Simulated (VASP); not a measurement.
Wanted: the native input for a VASP 6.6.1 run.

```
Task                               : single point
Functional                         : PBE-based screened hybrid with 25 % exact exchange
Potentials or basis                : VASP PAW PBE potentials, release 64 (Hg, Te)
Cutoff                             : 400 eV
k mesh                             : 5 × 5 × 5
Occupations                        : fermi-dirac, width 0.1 eV
Spin                               : no spin polarisation
Dipole correction                  : no
Grid for exact exchange (PRECFOCK) : Normal
Share of exact exchange            : 0.25
Further INCAR settings             : ALGO = Normal; EDIFF = 1e-06; NBANDS = 16
Screening parameter                : 0.3 1/Å
```

The system is HgTe.

```
Hg Te
1.0
     0.00000    3.18000    3.18000
     3.18000    0.00000    3.18000
     3.18000    3.18000    0.00000
Hg Te
1 1
Direct
  0.00000 0.00000 0.00000
  0.50000 0.50000 0.50000
```

The input as run:

POSCAR

```
HgTe
1.0
    0.0000000000      3.1800000000      3.1800000000
    3.1800000000      0.0000000000      3.1800000000
    3.1800000000      3.1800000000      0.0000000000
Hg Te
1 1
Direct
    0.0000000000      0.0000000000      0.0000000000
    0.5000000000      0.5000000000      0.5000000000
```

INCAR.step1

```
PREC = Accurate
ENCUT = 400
EDIFF = 1E-5
ISMEAR = -1
SIGMA = 0.1
LREAL = False
LASPH = True
NELM = 120
ALGO = Normal
ISIF = 2
LWAVE = True
GGA = PE
NBANDS = 16
GGA_COMPAT = False
```

INCAR.step2

```
PREC = Accurate
ENCUT = 400
EDIFF = 1E-6
ISMEAR = -1
SIGMA = 0.1
LREAL = False
LASPH = True
NELM = 120
ALGO = Normal
ISIF = 2
LWAVE = False
LCHARG = True
GGA = PE
LHFCALC = True
AEXX = 0.25
HFSCREEN = 0.3
PRECFOCK = Normal
LELF = True
LVHAR = True
ISTART = 1
NBANDS = 16
GGA_COMPAT = False
```

KPOINTS

```
Automatic mesh
0
Gamma
  5 5 5
```

Potentials or basis: VASP PAW PBE potentials, release 64 (Hg, Te).

The run is started by

```sh
$ cat potpaw_PBE.64/Hg/POTCAR potpaw_PBE.64/Te/POTCAR > POTCAR
$ cp INCAR.step1 INCAR
$ mpirun -np 1 vasp_std > vasp.out
$ cp INCAR.step2 INCAR
$ mpirun -np 1 vasp_std > vasp.out
```

It gave:

The pressure is -5.0 GPa and the band gap on the k mesh is zero (bands 9 and 10 overlap by 1.76 eV).

Caveat: the cell stands under tension; the PAW data sets were made with another functional, which shifts forces and pressure a little; spin-orbit coupling is left out, which moves the levels of the heavy elements.

It took 15 min on 1 thread of AMD EPYC 9R45 96-Core Processor (Zen 5) (shared host), peak memory 0.25 GiB.
